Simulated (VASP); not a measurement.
# BP (F-43m) in VASP: a series of runs, part 2 of 2

VASP 6.6.1. The steps go on from the part before.

## 3. Single point, r2SCAN+rVV10

This run uses another cell than the first one, of 11.21 Å³/atom, 1.021 times its volume.

POSCAR reads:

```
BP
1.0
    0.0000000000      2.2383340787      2.2383340787
    2.2383340787      0.0000000000      2.2383340787
    2.2383340787      2.2383340787      0.0000000000
P B
1 1
Direct
    0.7500000000      0.7500000000      0.7500000000
    0.0000000000      0.0000000000      0.0000000000
```

INCAR.step1 reads:

```
SYSTEM = BP
PREC = Accurate
ENCUT = 520
ISMEAR = -1
SIGMA = 0.05
LREAL = .False.
LASPH = .True.
NELM = 100
NBANDS = 11
GGA = PE
ALGO = Normal
EDIFF = 1E-4
LWAVE = .True.
LCHARG = .False.
```

INCAR.step2 reads:

```
SYSTEM = BP
PREC = Accurate
ENCUT = 520
EDIFF = 1E-6
ISMEAR = -1
SIGMA = 0.05
LREAL = .False.
LASPH = .True.
NELM = 100
ALGO = Normal
ISIF = 2
LWAVE = .False.
LCHARG = .False.
METAGGA = R2SCAN
LMIXTAU = .True.
LUSE_VDW = .True.
IVDW_NL = 2
BPARAM = 11.95
CPARAM = 0.0093
NBANDS = 11
ISTART = 1
```

KPOINTS reads:

```
Automatic mesh
0
Gamma
  10 10 10
  0 0 0
```

Potentials or basis: VASP PAW PBE potentials, release 64 (P, B).

The run is started by

```bash
$ cat potpaw_PBE.64/P/POTCAR potpaw_PBE.64/B/POTCAR > POTCAR
$ cp INCAR.step1 INCAR
$ mpirun -np 1 vasp_std > vasp.out
$ cp INCAR.step2 INCAR
$ mpirun -np 1 vasp_std > vasp.out
```

Run time: 64 s. Hardware: 1 thread of Intel Xeon 6975P-C, shared host; peak memory 0.21 GiB.

The run converged. Its results:

```yaml
Free_energy: -17.2115 eV
Pressure: 6.1 GPa
Band_gap_on_the_k_mesh: 1.36 eV, indirect (least direct gap 3.70 eV)
```

Levels at points of the mesh, in eV from the valence-band top:
| k point | band 2 | band 3 | band 4 | band 5 | band 6 | band 7 |
| --- | --- | --- | --- | --- | --- | --- |
| (0.00, 0.00, 0.00) | 0.00 | 0.00 | 0.00 | 3.70 | 3.70 | 3.70 |
| (0.50, 0.00, 0.00) | -9.82 | -1.92 | -1.92 | 4.38 | 5.04 | 5.04 |
| (0.50, 0.50, 0.00) | -9.36 | -4.51 | -4.51 | 1.43 | 1.84 | 13.47 |

Caveat: the PAW data sets were made with another functional, which shifts forces and pressure a little.

## 4. Single point, r2SCAN+rVV10

This run uses another cell than the first one, of 11.45 Å³/atom, 1.043 times its volume.

POSCAR reads:

```
BP
1.0
    0.0000000000      2.2537713532      2.2537713532
    2.2537713532      0.0000000000      2.2537713532
    2.2537713532      2.2537713532      0.0000000000
P B
1 1
Direct
    0.7500000000      0.7500000000      0.7500000000
    0.0000000000      0.0000000000      0.0000000000
```

INCAR.step1 reads:

```
  ALGO = Normal
  EDIFF = 1E-4
  ENCUT = 520
  GGA = PE
  ISMEAR = -1
  LASPH = True
  LCHARG = False
  LREAL = False
  LWAVE = True
  NBANDS = 11
  NELM = 80
  PREC = Accurate
  SIGMA = 0.05
```

INCAR.step2 reads:

```
  ALGO = Normal
  BPARAM = 11.95
  CPARAM = 0.0093
  EDIFF = 1E-7
  ENCUT = 520
  ISIF = 2
  ISMEAR = -1
  ISTART = 1
  IVDW_NL = 2
  LASPH = True
  LCHARG = False
  LMIXTAU = True
  LREAL = False
  LUSE_VDW = True
  LWAVE = False
  METAGGA = R2SCAN
  NBANDS = 11
  NELM = 80
  PREC = Accurate
  SIGMA = 0.05
```

KPOINTS reads:

```
k-points
0
Gamma
  10 10 10
```

The run is started by

```bash
$ cat potpaw_PBE.64/P/POTCAR potpaw_PBE.64/B/POTCAR > POTCAR
$ cp INCAR.step1 INCAR
$ mpirun -np 1 vasp_std > vasp.out
$ cp INCAR.step2 INCAR
$ mpirun -np 1 vasp_std > vasp.out
```

It took 82 s on 1 thread of Intel Xeon 6975P-C, shared host; peak memory 0.22 GiB.

It converged, with:

- Free energy: -17.2240 eV
- Pressure: 2.3 GPa
- Band gap on the k mesh: 1.39 eV, indirect (least direct gap 3.67 eV)

Levels at points of the mesh, in eV from the valence-band top:
```
           k point  band 1  band 2  band 3  band 4  band 5  band 6  band 7  band 8  band 9
(0.00, 0.00, 0.00)  -16.46    0.00    0.00    0.00    3.67    3.67    3.67    8.33   12.48
(0.50, 0.00, 0.00)  -12.88   -9.67   -1.89   -1.89    4.25    5.03    5.03   10.94   15.61
(0.50, 0.50, 0.00)  -11.18   -9.24   -4.43   -4.43    1.47    1.85   13.26   13.26   16.64
```

Caveat: the PAW data sets were made with another functional, which shifts forces and pressure a little. A k mesh can miss the band edges.

## 5. Single point, r2SCAN+rVV10

This run uses another cell than the first one, of 11.68 Å³/atom, 1.064 times its volume.

POSCAR reads:

```
BP
1.0
    0.0000000000      2.2690000000      2.2690000000
    2.2690000000      0.0000000000      2.2690000000
    2.2690000000      2.2690000000      0.0000000000
P B
1 1
Direct
    0.7500000000      0.7500000000      0.7500000000
    0.0000000000      0.0000000000      0.0000000000
```

INCAR.step1 reads:

```
SYSTEM = BP
PREC     = Accurate       ! precision mode
ENCUT    = 520            ! plane-wave cutoff, eV
ISMEAR   = -1             ! smearing method
SIGMA    = 0.05           ! smearing width, eV
LREAL    = .FALSE.        ! projectors in reciprocal space
LASPH    = .TRUE.         ! aspherical terms in the spheres
NELM     = 80             ! most SCF steps
NBANDS   = 11             ! bands
GGA      = PE             ! functional
ALGO     = Normal         ! electronic algorithm
EDIFF    = 1E-4           ! SCF threshold, eV
LWAVE    = .TRUE.         ! write WAVECAR
LCHARG   = .FALSE.        ! write CHGCAR
```

INCAR.step2 reads:

```
SYSTEM = BP
PREC     = Accurate       ! precision mode
ENCUT    = 520            ! plane-wave cutoff, eV
EDIFF    = 1E-7           ! SCF threshold, eV
ISMEAR   = -1             ! smearing method
SIGMA    = 0.05           ! smearing width, eV
LREAL    = .FALSE.        ! projectors in reciprocal space
LASPH    = .TRUE.         ! aspherical terms in the spheres
NELM     = 80             ! most SCF steps
ALGO     = Normal         ! electronic algorithm
ISIF     = 2              ! what is computed and relaxed
LWAVE    = .FALSE.        ! write WAVECAR
LCHARG   = .TRUE.         ! write CHGCAR
METAGGA  = R2SCAN         ! meta-GGA
LMIXTAU  = .TRUE.       
LUSE_VDW = .TRUE.       
IVDW_NL  = 2            
BPARAM   = 11.95        
CPARAM   = 0.0093       
LELF     = .TRUE.         ! ELF
LVHAR    = .TRUE.       
NBANDS   = 11             ! bands
ISTART   = 1
```

KPOINTS reads:

```
regular mesh
0
G
  10 10 10
  0 0 0
```

The run is started by

```bash
$ cat potpaw_PBE.64/P/POTCAR potpaw_PBE.64/B/POTCAR > POTCAR
$ cp INCAR.step1 INCAR
$ mpirun -np 1 vasp_std > vasp.out
$ cp INCAR.step2 INCAR
$ mpirun -np 1 vasp_std > vasp.out
```

It took 85 s on 1 thread of Intel Xeon 6975P-C, shared host; peak memory 0.21 GiB.

The run converged. Its results:

* Free energy: -17.2257 eV
* Pressure: -1.3 GPa
* Band gap on the k mesh: 1.42 eV, indirect (least direct gap 3.63 eV)

Levels at points of the mesh, in eV from the valence-band top:
```
           k point  band 1  band 2  band 3  band 4  band 5  band 6  band 7  band 8
(0.00, 0.00, 0.00)  -16.27    0.00    0.00    0.00    3.63    3.63    3.63    8.00
(0.50, 0.00, 0.00)  -12.77   -9.52   -1.87   -1.87    4.12    5.02    5.02   10.87
(0.50, 0.50, 0.00)  -11.10   -9.14   -4.35   -4.35    1.51    1.87   13.06   13.06
```

Caveat: the PAW data sets were made with another functional, which shifts forces and pressure a little. r2SCAN opens gaps a little over a GGA but as a rule still falls short of measured ones.

## 6. Single point, r2SCAN+rVV10

This run uses another cell than the first one, of 11.92 Å³/atom, 1.085 times its volume.

POSCAR reads:

```
BP
1.0
    0.0000000000      2.2840269280      2.2840269280
    2.2840269280      0.0000000000      2.2840269280
    2.2840269280      2.2840269280      0.0000000000
P B
1 1
Direct
    0.7500000000      0.7500000000      0.7500000000
    0.0000000000      0.0000000000      0.0000000000
```

INCAR.step1 reads:

```
PREC = Accurate
ENCUT = 520
ISMEAR = -1
SIGMA = 0.05
LREAL = F
LASPH = T
NELM = 100
NBANDS = 11
GGA = PE
ALGO = Normal
EDIFF = 1E-4
LWAVE = T
LCHARG = F
```

INCAR.step2 reads:

```
PREC = Accurate
ENCUT = 520
EDIFF = 1E-7
ISMEAR = -1
SIGMA = 0.05
LREAL = F
LASPH = T
NELM = 100
ALGO = Normal
ISIF = 2
LWAVE = F
LCHARG = F
METAGGA = R2SCAN
LMIXTAU = T
LUSE_VDW = T
IVDW_NL = 2
BPARAM = 11.95
CPARAM = 0.0093
NBANDS = 11
ISTART = 1
```

KPOINTS reads:

```
Automatic mesh
0
Gamma
  10 10 10
```

Potentials or basis: VASP PAW PBE potentials, release 64 (P, B).

The run is started by

```bash
$ cat potpaw_PBE.64/P/POTCAR potpaw_PBE.64/B/POTCAR > POTCAR
$ cp INCAR.step1 INCAR
$ mpirun -np 1 vasp_std > vasp.out
$ cp INCAR.step2 INCAR
$ mpirun -np 1 vasp_std > vasp.out
```

Wall time 87 s (1 thread of Intel Xeon 6975P-C, shared host); peak memory 0.22 GiB.

Results (log left out):

```
Free energy            : -17.2176 eV
Pressure               : -4.4 GPa
Band gap on the k mesh : 1.44 eV, indirect (least direct gap 3.60 eV)
```

Levels at points of the mesh, in eV from the valence-band top:
| k point | band 1 | band 2 | band 3 | band 4 | band 5 | band 6 | band 7 | band 8 | band 9 |
| --- | --- | --- | --- | --- | --- | --- | --- | --- | --- |
| (0.00, 0.00, 0.00) | -16.09 | 0.00 | 0.00 | 0.00 | 3.60 | 3.60 | 3.60 | 7.69 | 12.18 |
| (0.50, 0.00, 0.00) | -12.67 | -9.37 | -1.84 | -1.84 | 4.00 | 5.00 | 5.00 | 10.79 | 15.34 |
| (0.50, 0.50, 0.00) | -11.03 | -9.03 | -4.28 | -4.28 | 1.55 | 1.89 | 12.87 | 12.87 | 16.12 |

Caveat: the PAW data sets were made with another functional, which shifts forces and pressure a little.

## 7. Summary

| cell | gap on the mesh (eV) | pressure (GPa) |
| --- | --- | --- |
| a = 3.143 Å, angles 60.0°, 2 atoms | 1.33 | 10.4 |
| a = 3.165 Å, angles 60.0°, 2 atoms | 1.36 | 6.1 |
| a = 3.187 Å, angles 60.0°, 2 atoms | 1.39 | 2.3 |
| a = 3.209 Å, angles 60.0°, 2 atoms | 1.42 | -1.3 |
| a = 3.230 Å, angles 60.0°, 2 atoms | 1.44 | -4.4 |

Alike in all rows: task single point; level r2SCAN+rVV10; potentials or basis VASP PAW PBE potentials, release 64 (P, B); no spin polarisation; k mesh 10 × 10 × 10; cutoff (eV) 520; smearing fermi-dirac 0.05 eV.

Caveats: the PAW data sets were made with another functional, which shifts forces and pressure a little.

Absolute energies hang on the potentials; compare differences alone.
